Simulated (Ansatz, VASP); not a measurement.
VN in VASP and in Ansatz

INCAR

```
SYSTEM = VN
PREC = Accurate ; ENCUT = 600
EDIFF = 1E-6 ; ISMEAR = 1
SIGMA = 0.1 ; LREAL = .False.
LASPH = .True. ; NELM = 200
ALGO = Normal ; ISIF = 2
LWAVE = .False. ; LCHARG = .True.
ISPIN = 2 ; MAGMOM = 0.3 0
LORBIT = 11 ; LMAXMIX = 4
GGA = PE ; LELF = .True.
LVHAR = .True. ; NBANDS = 20
GGA_COMPAT = .False.
```

The input KPOINTS:

```
Automatic mesh
0
Gamma
  2 2 2
  0 0 0
```

File POSCAR:

```
VN
1.0
    0.0000000000      2.0624650000      2.0624650000
    2.0624650000      0.0000000000      2.0624650000
    2.0624650000      2.0624650000      0.0000000000
V N
1 1
Direct
    0.0000000000      0.0000000000      0.0000000000
    0.5000000000      0.5000000000      0.5000000000
```

Input for Ansatz:

```yaml
crystal:
  lattice:
    - [0.0, 2.062465, 2.062465]
    - [2.062465, 0.0, 2.062465]
    - [2.062465, 2.062465, 0.0]
  atoms:
    - { symbol: V, position: [0.0, 0.0, 0.0], spin: 0.3 }
    - { symbol: "N", position: [0.5, 0.5, 0.5] }
basis:
  ecutwfc: 420
kpoints:
  mp_grid: { grid: [2, 2, 2] }
hamiltonian:
  xc: pbe
scf:
  occupations: { method: methfessel_paxton }
  lower_state_search: "off"
output:
  forces: true
  stress: true
  eigenvalues: true
  populations: true
magnetization:
  spin_polarized: true
```

Alike in both runs: task single point; functional PBE; k mesh 2 × 2 × 2; collinear spin.

```csv
,VASP,Ansatz
version,VASP 6.6.1,Ansatz 0.2.0
potentials or method,"VASP PAW PBE potentials, release 64 (V_sv, N), cutoff 600 eV","scalar-relativistic, plane waves, PAW"
occupations,"methfessel-paxton of order 1, width 0.1 eV",methfessel-paxton of order 1
valence electrons in the cell,18,18
```

|  | VASP | Ansatz | Ansatz less VASP |
| --- | --- | --- | --- |
| gap on the k mesh at the Fermi level (eV) | none | none | - |
| pressure (GPa) | -0.8 | -1.1 | -0.35 |
| net moment per atom (μB) | 0.00 | 0.00 | -0.001 |

A gap of «none» marks a metal or a gap that the smearing closes. Ansatz's warnings: filled band counts differ across k points, seeded moment not kept, stability check not made.

The k mesh is coarse, so the values compare programs but aren't converged.
